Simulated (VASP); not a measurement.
# SiNi2 (P6_3/mmc) in VASP: a series of runs, part 2 of 2

VASP 6.6.1. The steps go on from the part before.

## 3. Single point, PBE (biaxial strain in the a-b plane: -2.0 %)

INCAR

```
SYSTEM = SiNi2
PREC = Accurate
ENCUT = 520
EDIFF = 1E-6
ISMEAR = 0
SIGMA = 0.1
LREAL = .FALSE.
LASPH = .TRUE.
NELM = 80
ALGO = Fast
ISIF = 2
LWAVE = .FALSE.
LCHARG = .FALSE.
GGA = PE
NBANDS = 33
```

KPOINTS

```
Automatic mesh
0
G
  12 12 8
  0 0 0
```

POSCAR

```
SiNi2
1.0
    3.8336877761      0.0000000000      0.0000000000
   -1.9168438881      3.3200710043      0.0000000000
    0.0000000000      0.0000000000      5.0513496477
Si Ni
2 4
Direct
    0.3333333333      0.6666666667      0.7500000000
    0.6666666667      0.3333333333      0.2500000000
    0.0000000000      0.0000000000      0.0000000000
    0.0000000000      0.0000000000      0.5000000000
    0.3333333333      0.6666666667      0.2500000000
    0.6666666667      0.3333333333      0.7500000000
```

Potentials or basis: VASP PAW PBE potentials, release 64 (Si, Ni).

On the command line:

```
$ cat potpaw_PBE.64/Si/POTCAR potpaw_PBE.64/Ni/POTCAR > POTCAR
$ mpirun -np 1 vasp_std > vasp.out
```

OUTCAR:

```text
SYSTEM = SiNi2
   PREC = Accurate
   ENCUT = 520
   EDIFF = 1E-6
   ISMEAR = 0
   LREAL = .FALSE.
   LASPH = .TRUE.
   NELM = 80
   ISIF = 2
   GGA = PE

 ion  position               nearest neighbor table
   1  0.333  0.667  0.750-   6 2.21   6 2.21   6 2.21   5 2.53   5 2.53   3 2.55   4 2.55   4 2.55
                             3 2.55   4 2.55   3 2.55
   2  0.667  0.333  0.250-   5 2.21   5 2.21   5 2.21   6 2.53   6 2.53   3 2.55   4 2.55   3 2.55
                             4 2.55   3 2.55   4 2.55
   3  0.000  0.000  0.000-   4 2.53   4 2.53   1 2.55   5 2.55   6 2.55   2 2.55   2 2.55   6 2.55
                             1 2.55   5 2.55   2 2.55   6 2.55   1 2.55   5 2.55
   4  0.000  0.000  0.500-   3 2.53   3 2.53   1 2.55   5 2.55   6 2.55   2 2.55   2 2.55   6 2.55
                             1 2.55   5 2.55   2 2.55   6 2.55   1 2.55   5 2.55
   5  0.333  0.667  0.250-   2 2.21   2 2.21   2 2.21   1 2.53   1 2.53   3 2.55   4 2.55   4 2.55
                             3 2.55   4 2.55   3 2.55
   6  0.667  0.333  0.750-   1 2.21   1 2.21   1 2.21   2 2.53   2 2.53   3 2.55   4 2.55   3 2.55
                             4 2.55   3 2.55   4 2.55

  LATTYP: Found a hexagonal cell.
 ALAT       =     3.8336877761
 C/A-ratio  =     1.3176215547

  Lattice vectors:

 A1 = (   3.8336877761,   0.0000000000,   0.0000000000)
 A2 = (  -1.9168438881,   3.3200710043,   0.0000000000)
 A3 = (   0.0000000000,   0.0000000000,   5.0513496477)

Analysis of symmetry for initial positions (statically):
=====================================================================
 Subroutine PRICEL returns:
 Original cell was already a primitive cell.

 Routine SETGRP: Setting up the symmetry group for a
 hexagonal supercell.

 Subroutine GETGRP returns: Found 24 space group operations
 (whereof 12 operations were pure point group operations)
 out of a pool of 24 trial point group operations.

The static configuration has the point symmetry D_3d.
 The point group associated with its full space group is D_6h.

Analysis of symmetry for dynamics (positions and initial velocities):
=====================================================================
 Subroutine PRICEL returns:
 Original cell was already a primitive cell.

 Routine SETGRP: Setting up the symmetry group for a
 hexagonal supercell.

 Subroutine GETGRP returns: Found 24 space group operations
 (whereof 12 operations were pure point group operations)
 out of a pool of 24 trial point group operations.

The dynamic configuration has the point symmetry D_3d.
 The point group associated with its full space group is D_6h.

 Subroutine INISYM returns: Found 24 space group operations
 (whereof 12 operations are pure point group operations),
 and found     1 'primitive' translations

----------------------------------------------------------------------------------------

                                     Primitive cell

  volume of cell :      64.2942

  direct lattice vectors                    reciprocal lattice vectors
     3.833687776  0.000000000  0.000000000     0.260845447  0.150599189  0.000000000
    -1.916843888  3.320071004  0.000000000     0.000000000  0.301198378  0.000000000
     0.000000000  0.000000000  5.051349648     0.000000000  0.000000000  0.197966894

  length of vectors
[... 52 lines left out ...]
  0.416667  0.000000  0.000000      6.000000
[... 16 lines left out ...]
  0.250000  0.000000  0.125000     12.000000
  0.333333 -0.000000  0.125000     12.000000
 [... further k-points ...]
   k-points           NKPTS =     95   k-points in BZ     NKDIM =     95   number of bands    NBANDS=     33
   number of dos      NEDOS =    301   number of ions     NIONS =      6
   total plane-waves  NPLWV =  36000
   dimension x,y,z NGX =    30 NGY =   30 NGZ =   40
   dimension x,y,z NGXF=    60 NGYF=   60 NGZF=   80
   ions per type =               2   4
   NGX,Y,Z   is equivalent  to a cutoff of  13.01, 13.01, 13.16 a.u.
   NGXF,Y,Z  is equivalent  to a cutoff of  26.02, 26.02, 26.33 a.u.
 SYSTEM =  SiNi2
   PREC   = accura    normal or accurate (medium, high low for compatibility)
   ISTART =      0    job   : 0-new  1-cont  2-samecut
   ICHARG =      2    charge: 1-file 2-atom 10-const
   ISPIN  =      1    spin polarized calculation?
   LNONCOLLINEAR =      F non collinear calculations
   LSORBIT =      F    spin-orbit coupling
   LASPH  =      T    aspherical Exc in radial PAW
   ENCUT  =  520.0 eV  38.22 Ry    6.18 a.u.   7.13  7.13  9.39*2*pi/ulx,y,z
   NELM   =     80;   NELMIN=  2; NELMDL= -5     # of ELM steps
   EDIFF  = 0.1E-05   stopping-criterion for ELM
   LREAL  =      F    real-space projection
   EDIFFG = 0.1E-04   stopping-criterion for IOM
   NSW    =      0    number of steps for IOM
   IBRION =     -1    ionic relax: 0-MD 1-quasi-New 2-CG
   NFREE  =      0    steps in history (QN), initial steepest desc. (CG)
   ISIF   =      2    stress and relaxation
   ISYM   =      2    0-nonsym 1-usesym 2-fastsym
   POTIM  = 0.5000    time-step for ionic-motion
   TEBEG  =    0.0;   TEEND  =   0.0 temperature during run
   PSTRESS=    0.0 pullay stress
   NELECT =      48.0000    total number of electrons
   NUPDOWN=      -1.0000    fix difference up-down
   EMIN   =  10.00;   EMAX   =-10.00  energy-range for DOS
   EFERMI =   0.00;   METHOD = LEGACY
   ISMEAR =     0;   SIGMA  =   0.10  broadening in eV -4-tet -1-fermi 0-gaus
   EFERMI_NEDOS =   21; number of points for ismear=-14 and -15
   IALGO  =     68    algorithm
   IMIX   =      4    mixing-type and parameters
     AMIX     =   0.40;   BMIX     =  1.00
     AMIX_MAG =   1.60;   BMIX_MAG =  1.00
  volume/ion in A,a.u.               =      10.72        72.31
  Fermi-wavevector in a.u.,A,eV,Ry     =   1.485131  2.806490 30.009197  2.205614
  Thomas-Fermi vector in A             =   2.598581
   LORBIT       =      0    0 simple, 1 ext, 2 COOP (PROOUT), +10 PAW based schemes
   GGA     = PE    functional components
   LHFCALC =     F    Hartree Fock is set to
   AEXX    =    0.0000 exact exchange contribution
   IVDW    =     0    specifies the selected vdW correction
   LEPSILON=     F    determine dielectric tensor
   LRPA    =     F    only Hartree local field effects (RPA)
 non-spin polarized calculation
 RMM-DIIS sequential band-by-band and
 Gauss-broadening in eV      SIGMA  =   0.10
  energy-cutoff  :      520.00
  volume of cell :       64.29
 maximum number of plane-waves:      1773
 NGX is ok and might be reduce to    30
   NGX = 15   NGY = 15   NGZ = 19

 number of electron      47.9999965 magnetization

 Free energy of the ion-electron system (eV)
  ---------------------------------------------------
  ext. energy  EPLUGINS =         0.00000000
  ---------------------------------------------------
  free energy    TOTEN  =       -35.68831595 eV

  energy without entropy =      -35.67029505  energy(sigma->0) =      -35.67930550

 E-fermi :  11.3818     XC(G=0): -13.0339

 val. band max:       11.3705721210   @ k =   0.0833   0.0000   0.0000
 cond. band min:      11.3924358030   @ k =   0.1667   0.0833   0.1250
 fundamental gap:      0.0218636820
 Fermi energy:        11.3817589839

 k-point     1 :       0.0000    0.0000    0.0000
  band No.  band energies     occupation
      1      -1.3152      2.00000
      2       2.9258      2.00000
      3       4.7492      2.00000
      4       6.2366      2.00000
      5       6.2366      2.00000
      6       7.3595      2.00000
[... 853 lines left out ...]
     32      18.5306      0.00000
     33      20.0907      0.00000

 [... further k-points ...]

------------------------ aborting loop because EDIFF is reached ----------------------------------------

  FORCE on cell =-STRESS in cart. coord.  units (eV):
  Direction    XX          YY          ZZ          XY          YZ          ZX
  --------------------------------------------------------------------------------------
  -------------------------------------------------------------------------------------
  Total        4.2899243      4.2899243      0.5219853     -0.0000000      0.0000000      0.0000000
  in kB      106.9026974    106.9026974     13.0076037     -0.0000000      0.0000000      0.0000000
  external PRESSURE =      75.6043328 kB  Pullay stress =       0.0000000 kB

 VOLUME and BASIS-vectors are now :
 -----------------------------------------------------------------------------
  energy-cutoff  :      520.00
  volume of cell :       64.29
      direct lattice vectors                 reciprocal lattice vectors
     3.833687776  0.000000000  0.000000000     0.260845447  0.150599189  0.000000000
    -1.916843888  3.320071004  0.000000000     0.000000000  0.301198378  0.000000000
     0.000000000  0.000000000  5.051349648     0.000000000  0.000000000  0.197966894

 POSITION                                       TOTAL-FORCE (eV/Angst)
 -----------------------------------------------------------------------------------
     -0.00000      2.21338      3.78851        -0.000000      0.000000      0.000000
      1.91684      1.10669      1.26284         0.000000     -0.000000      0.000000
      0.00000      0.00000      0.00000        -0.000000     -0.000000      0.000000
      0.00000      0.00000      2.52567        -0.000000     -0.000000      0.000000
     -0.00000      2.21338      1.26284         0.000000     -0.000000     -0.000000
      1.91684      1.10669      3.78851        -0.000000     -0.000000      0.000000
 -----------------------------------------------------------------------------------
    total drift:                                0.000000     -0.000000      0.000000

  FREE ENERGIE OF THE ION-ELECTRON SYSTEM (eV)
  ---------------------------------------------------
  free  energy   TOTEN  =       -35.6883159480 eV

  energy  without entropy=      -35.6702950451  energy(sigma->0) =      -35.67930550
```

OSZICAR:

```text
N       E                     dE             d eps       ncg     rms          rms(c)
DAV:   1     0.318515568715E+03    0.31852E+03   -0.20811E+04  6302   0.188E+03
DAV:   2    -0.177100105323E+02   -0.33623E+03   -0.31832E+03  6270   0.369E+02
DAV:   3    -0.402495784341E+02   -0.22540E+02   -0.21381E+02  6954   0.121E+02
DAV:   4    -0.408273742527E+02   -0.57780E+00   -0.57481E+00  7625   0.176E+01
DAV:   5    -0.408477089008E+02   -0.20335E-01   -0.20328E-01  7776   0.308E+00    0.241E+01
RMM:   6    -0.421726698771E+02   -0.13250E+01   -0.67248E+01  6817   0.814E+01    0.245E+01
RMM:   7    -0.359181571611E+02    0.62545E+01   -0.18941E+01  6305   0.461E+01    0.726E+00
RMM:   8    -0.367149305234E+02   -0.79677E+00   -0.24215E+00  6500   0.143E+01    0.114E+01
RMM:   9    -0.356921414099E+02    0.10228E+01   -0.11358E+00  6490   0.110E+01    0.115E+00
RMM:  10    -0.356887527270E+02    0.33887E-02   -0.76660E-02  6813   0.181E+00    0.628E-01
RMM:  11    -0.356874724775E+02    0.12802E-02   -0.26747E-02  7501   0.135E+00    0.316E-01
RMM:  12    -0.356882473162E+02   -0.77484E-03   -0.84968E-03  7995   0.503E-01    0.255E-01
RMM:  13    -0.356884326075E+02   -0.18529E-03   -0.16604E-03  8892   0.210E-01    0.121E-01
RMM:  14    -0.356883116196E+02    0.12099E-03   -0.40373E-04  6837   0.180E-01    0.478E-02
RMM:  15    -0.356883142003E+02   -0.25807E-05   -0.54611E-05  7450   0.652E-02    0.283E-02
RMM:  16    -0.356883151908E+02   -0.99054E-06   -0.22211E-05  8461   0.265E-02    0.168E-02
RMM:  17    -0.356883159480E+02   -0.75716E-06   -0.29533E-06  4882   0.106E-02
   1 F= -.35688316E+02 E0= -.35679305E+02  d E =-.180209E-01
```

It took 2.4 min on 1 thread of Intel Xeon 6975P-C (Granite Rapids), shared host; peak memory 0.29 GiB.

What came out:

```yaml
Free_energy: -35.6883 eV
Pressure: 7.6 GPa
Band_gap_on_the_k_mesh: zero (bands 24 and 25 overlap by 3.64 eV)
```

Caveat: the cell differs from its parent crystal (biaxial strain in the a-b plane: -2.0 %); the cell stands under pressure.
